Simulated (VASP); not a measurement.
# Sr (Im-3m) in VASP: single point with PBE

Aim: the single point of Sr with PBE.

Program: VASP 6.6.1. These are calculated values, not measurements. Logs are shortened: lines on timing, memory, paths and dates and some standing lists are left out, and cuts for length are marked.

## Step 1: The cell of the first run

Symmetry: Im-3m, No. 229, cubic system. The conventional cell has a = 4.850 Å, b = 4.850 Å, c = 4.850 Å, α = 90.00°, β = 90.00°, γ = 90.00°. Sr (site symmetry m-3m) has 14 Sr at 4.20 to 4.85 Å within 5.5 Å.

This isn't the form of Sr at room conditions, which is fcc.

## Step 2: Single point, PBE

INCAR reads:

```
SYSTEM = Sr
PREC = Accurate
ENCUT = 520
EDIFF = 1E-7
ISMEAR = -1
SIGMA = 0.05
LREAL = .False.
LASPH = .True.
NELM = 60
ALGO = Normal
ISIF = 2
LWAVE = .False.
LCHARG = .True.
GGA = PE
LELF = .True.
LVHAR = .True.
NBANDS = 11
```

KPOINTS reads:

```
Automatic mesh
0
Gamma
  10 10 10
  0 0 0
```

POSCAR reads:

```
Sr
1.0
   -2.4250000000      2.4250000000      2.4250000000
    2.4250000000     -2.4250000000      2.4250000000
    2.4250000000      2.4250000000     -2.4250000000
Sr
1
Direct
    0.0000000000      0.0000000000      0.0000000000
```

Potentials or basis: VASP PAW PBE potentials, release 64 (Sr_sv).

Launch:

```bash
$ cat potpaw_PBE.64/Sr_sv/POTCAR > POTCAR
$ mpirun -np 1 vasp_std > vasp.out
```

OUTCAR:

```text
SYSTEM = Sr
   PREC = Accurate
   ENCUT = 520
   EDIFF = 1E-7
   ISMEAR = -1
   LREAL = .False.
   LASPH = .True.
   NELM = 60
   ISIF = 2
   GGA = PE

 ion  position               nearest neighbor table
   1  0.000  0.000  0.000-

  LATTYP: Found a body centered cubic cell.
 ALAT       =     4.8500000000

  Lattice vectors:

 A1 = (  -2.4250000000,   2.4250000000,   2.4250000000)
 A2 = (   2.4250000000,  -2.4250000000,   2.4250000000)
 A3 = (   2.4250000000,   2.4250000000,  -2.4250000000)

Analysis of symmetry for initial positions (statically):
=====================================================================
 Subroutine PRICEL returns:
 Original cell was already a primitive cell.

 Routine SETGRP: Setting up the symmetry group for a
 body centered cubic supercell.

 Subroutine GETGRP returns: Found 48 space group operations
 (whereof 48 operations were pure point group operations)
 out of a pool of 48 trial point group operations.

The static configuration has the point symmetry O_h .

Analysis of symmetry for dynamics (positions and initial velocities):
=====================================================================
 Subroutine PRICEL returns:
 Original cell was already a primitive cell.

 Routine SETGRP: Setting up the symmetry group for a
 body centered cubic supercell.

 Subroutine GETGRP returns: Found 48 space group operations
 (whereof 48 operations were pure point group operations)
 out of a pool of 48 trial point group operations.

The dynamic configuration has the point symmetry O_h .

 Subroutine INISYM returns: Found 48 space group operations
 (whereof 48 operations are pure point group operations),
 and found     1 'primitive' translations

----------------------------------------------------------------------------------------

                                     Primitive cell

  volume of cell :      57.0421

  direct lattice vectors                    reciprocal lattice vectors
    -2.425000000  2.425000000  2.425000000     0.000000000  0.206185567  0.206185567
     2.425000000 -2.425000000  2.425000000     0.206185567  0.000000000  0.206185567
     2.425000000  2.425000000 -2.425000000     0.206185567  0.206185567  0.000000000

  length of vectors
     4.200223208  4.200223208  4.200223208     0.291590425  0.291590425  0.291590425

  position of ions in fractional coordinates (direct lattice)
     0.000000000  0.000000000  0.000000000

  ion indices of the primitive-cell ions
   primitive index   ion index
                 1           1

----------------------------------------------------------------------------------------

 KPOINTS: Automatic mesh

Automatic generation of k-mesh.
 Grid dimensions read from file:
 generate k-points for:   10   10   10

 Generating k-lattice:

  Cartesian coordinates                     Fractional coordinates (reciprocal lattice)
     0.000000000  0.020618557  0.020618557     0.100000000  0.000000000  0.000000000
     0.020618557  0.000000000  0.020618557     0.000000000  0.100000000  0.000000000
     0.020618557  0.020618557  0.000000000     0.000000000  0.000000000  0.100000000

  Length of vectors
     0.029159043  0.029159043  0.029159043

  Shift w.r.t. Gamma in fractional coordinates (k-lattice)
     0.000000000  0.000000000  0.000000000

 Subroutine IBZKPT returns following result:
 ===========================================

 Found     47 irreducible k-points:

 Following reciprocal coordinates:
            Coordinates               Weight
  0.000000  0.000000  0.000000      1.000000
  0.100000  0.000000  0.000000     12.000000
  0.200000  0.000000  0.000000     12.000000
  0.300000  0.000000  0.000000     12.000000
  0.400000  0.000000  0.000000     12.000000
  0.500000  0.000000  0.000000      6.000000
[... 16 lines left out ...]
  0.300000  0.300000  0.100000      8.000000
 -0.300000  0.300000  0.100000     24.000000
 [... further k-points ...]
   k-points           NKPTS =     47   k-points in BZ     NKDIM =     47   number of bands    NBANDS=     11
   number of dos      NEDOS =    301   number of ions     NIONS =      1
   total plane-waves  NPLWV =  32768
   dimension x,y,z NGX =    32 NGY =   32 NGZ =   32
   dimension x,y,z NGXF=    64 NGYF=   64 NGZF=   64
   ions per type =               1
   NGX,Y,Z   is equivalent  to a cutoff of  12.67, 12.67, 12.67 a.u.
   NGXF,Y,Z  is equivalent  to a cutoff of  25.33, 25.33, 25.33 a.u.
 SYSTEM =  Sr
   PREC   = accura    normal or accurate (medium, high low for compatibility)
   ISTART =      0    job   : 0-new  1-cont  2-samecut
   ICHARG =      2    charge: 1-file 2-atom 10-const
   ISPIN  =      1    spin polarized calculation?
   LNONCOLLINEAR =      F non collinear calculations
   LSORBIT =      F    spin-orbit coupling
   LASPH  =      T    aspherical Exc in radial PAW
   ENCUT  =  520.0 eV  38.22 Ry    6.18 a.u.   7.81  7.81  7.81*2*pi/ulx,y,z
   NELM   =     60;   NELMIN=  2; NELMDL= -5     # of ELM steps
   EDIFF  = 0.1E-06   stopping-criterion for ELM
   LREAL  =      F    real-space projection
   EDIFFG = 0.1E-05   stopping-criterion for IOM
   NSW    =      0    number of steps for IOM
   IBRION =     -1    ionic relax: 0-MD 1-quasi-New 2-CG
   NFREE  =      0    steps in history (QN), initial steepest desc. (CG)
   ISIF   =      2    stress and relaxation
   ISYM   =      2    0-nonsym 1-usesym 2-fastsym
   POTIM  = 0.5000    time-step for ionic-motion
   TEBEG  =    0.0;   TEEND  =   0.0 temperature during run
   PSTRESS=    0.0 pullay stress
   NELECT =      10.0000    total number of electrons
   NUPDOWN=      -1.0000    fix difference up-down
   EMIN   =  10.00;   EMAX   =-10.00  energy-range for DOS
   EFERMI =   0.00;   METHOD = LEGACY
   ISMEAR =    -1;   SIGMA  =   0.05  broadening in eV -4-tet -1-fermi 0-gaus
   EFERMI_NEDOS =   21; number of points for ismear=-14 and -15
   IALGO  =     38    algorithm
   IMIX   =      4    mixing-type and parameters
     AMIX     =   0.40;   BMIX     =  1.00
     AMIX_MAG =   1.60;   BMIX_MAG =  1.00
  volume/ion in A,a.u.               =      57.04       384.94
  Fermi-wavevector in a.u.,A,eV,Ry     =   0.916241  1.731445 11.422060  0.839498
  Thomas-Fermi vector in A             =   2.041074
   LORBIT       =      0    0 simple, 1 ext, 2 COOP (PROOUT), +10 PAW based schemes
   GGA     = PE    functional components
   LHFCALC =     F    Hartree Fock is set to
   AEXX    =    0.0000 exact exchange contribution
   IVDW    =     0    specifies the selected vdW correction
   LEPSILON=     F    determine dielectric tensor
   LRPA    =     F    only Hartree local field effects (RPA)
 non-spin polarized calculation
  energy-cutoff  :      520.00
  volume of cell :       57.04
 maximum number of plane-waves:      1566
   NGX = 15   NGY = 15   NGZ = 15

 number of electron      10.0000000 magnetization

 Free energy of the ion-electron system (eV)
  ---------------------------------------------------
  ext. energy  EPLUGINS =         0.00000000
  ---------------------------------------------------
  free energy    TOTEN  =        -1.63194754 eV

  energy without entropy =       -1.62123186  energy(sigma->0) =       -1.62658970

 E-fermi :   1.4860     XC(G=0):  -7.2385

 val. band max:        1.4545282359   @ k =   0.5000   0.5000   0.3000
 cond. band min:       1.5244100499   @ k =   0.5000   0.5000   0.2000
 fundamental gap:      0.0698818140
 Fermi energy:         1.4859537078

 k-point     1 :       0.0000    0.0000    0.0000
  band No.  band energies     occupation
      1     -35.2265      2.00000
      2     -17.1184      2.00000
      3     -17.1184      2.00000
      4     -17.1184      2.00000
      5      -2.1216      2.00000
      6       3.7935      0.00000
      7       3.7935      0.00000
      8       3.7935      0.00000
      9       5.0708      0.00000
     10       5.0708      0.00000
     11       9.4019      0.00000

 k-point     2 :       0.1000    0.0000    0.0000
  band No.  band energies     occupation
      1     -35.2253      2.00000
      2     -17.1354      2.00000
      3     -17.1240      2.00000
      4     -17.1184      2.00000
      5      -1.9576      2.00000
      6       3.6509      0.00000
      7       3.6823      0.00000
      8       3.9511      0.00000
      9       4.8794      0.00000
     10       5.0640      0.00000
     11       9.5567      0.00000

 k-point     3 :       0.2000    0.0000    0.0000
  band No.  band energies     occupation
      1     -35.2221      2.00000
      2     -17.1794      2.00000
      3     -17.1387      2.00000
      4     -17.1183      2.00000
      5      -1.4871      2.00000
      6       3.2160      0.00000
      7       3.3269      0.00000
      8       4.4143      0.00000
      9       4.7802      0.00000
     10       5.0846      0.00000
     11       9.4986      0.00000

 k-point     4 :       0.3000    0.0000    0.0000
  band No.  band energies     occupation
      1     -35.2182      2.00000
      2     -17.2330      2.00000
      3     -17.1567      2.00000
      4     -17.1183      2.00000
      5      -0.7795      2.00000
      6       2.5666      0.00000
      7       2.9939      0.00000
      8       4.9018      0.00000
      9       5.1507      0.00000
     10       5.1982      0.00000
     11       8.4118      0.00000
[... 239 lines left out ...]
 k-point    22 :      -0.2000    0.2000    0.1000
  band No.  band energies     occupation
      1     -35.2210      2.00000
      2     -17.1793      2.00000
      3     -17.1446      2.00000
      4     -17.1321      2.00000
      5      -1.3331      2.00000
      6       3.2665      0.00000
      7       3.4149      0.00000
      8       4.1585      0.00000
      9       4.3760      0.00000
     10       5.4278      0.00000
     11       9.1571      0.00000

 k-point    23 :       0.3000    0.3000    0.1000
  band No.  band energies     occupation
      1     -35.2129      2.00000
      2     -17.2273      2.00000
      3     -17.2273      2.00000
      4     -17.1544      2.00000
      5       1.6999      0.02735
      6       1.7103      0.02228
      7       1.7103      0.02228
      8       4.8566      0.00000
      9       5.4880      0.00000
     10       5.4880      0.00000
     11       7.6726      0.00000

 k-point    24 :      -0.3000    0.3000    0.1000
  band No.  band energies     occupation
      1     -35.2171      2.00000
      2     -17.2306      2.00000
      3     -17.1628      2.00000
      4     -17.1314      2.00000
      5      -0.6355      2.00000
      6       2.5836      0.00000
      7       3.1113      0.00000
      8       4.3109      0.00000
      9       5.1018      0.00000
     10       5.4589      0.00000
     11       8.0654      0.00000

 [... further k-points ...]

------------------------ aborting loop because EDIFF is reached ----------------------------------------

  FORCE on cell =-STRESS in cart. coord.  units (eV):
  Direction    XX          YY          ZZ          XY          YZ          ZX
  --------------------------------------------------------------------------------------
  -------------------------------------------------------------------------------------
  Total       -0.2124683     -0.2124683     -0.2124683     -0.0000000     -0.0000000      0.0000000
  in kB       -5.9677352     -5.9677352     -5.9677352     -0.0000000     -0.0000000      0.0000000
  external PRESSURE =      -5.9677352 kB  Pullay stress =       0.0000000 kB

 VOLUME and BASIS-vectors are now :
 -----------------------------------------------------------------------------
  energy-cutoff  :      520.00
  volume of cell :       57.04
      direct lattice vectors                 reciprocal lattice vectors
    -2.425000000  2.425000000  2.425000000     0.000000000  0.206185567  0.206185567
     2.425000000 -2.425000000  2.425000000     0.206185567  0.000000000  0.206185567
     2.425000000  2.425000000 -2.425000000     0.206185567  0.206185567  0.000000000

 POSITION                                       TOTAL-FORCE (eV/Angst)
 -----------------------------------------------------------------------------------
      0.00000      0.00000      0.00000         0.000000     -0.000000      0.000000
 -----------------------------------------------------------------------------------
    total drift:                                0.000000      0.000000     -0.000000

  FREE ENERGIE OF THE ION-ELECTRON SYSTEM (eV)
  ---------------------------------------------------
  free  energy   TOTEN  =        -1.6319475394 eV

  energy  without entropy=       -1.6212318618  energy(sigma->0) =       -1.62658970
```

Wall time 21 s (1 thread of Intel Xeon Platinum 8259CL at 2.50GHz (Skylake/Cascade Lake), shared host); peak memory 0.18 GiB.

Results:

```yaml
Free_energy: -1.6319 eV
Pressure: -0.6 GPa
Band_gap_on_the_k_mesh: zero (bands 5 and 6 overlap by 0.33 eV)
```

Levels at points of the mesh, in eV from the Fermi level:
```csv
k point,band 1,band 2,band 3,band 4,band 5,band 6,band 7,band 8,band 9,band 10
"(0.00, 0.00, 0.00)",-36.71,-18.60,-18.60,-18.60,-3.61,2.31,2.31,2.31,3.58,3.58
"(0.50, 0.00, 0.00)",-36.70,-18.78,-18.66,-18.60,-1.00,0.15,1.19,3.39,4.05,5.21
"(0.50, 0.50, 0.50)",-36.69,-18.73,-18.73,-18.73,-0.11,-0.11,3.45,3.45,3.45,4.83
```
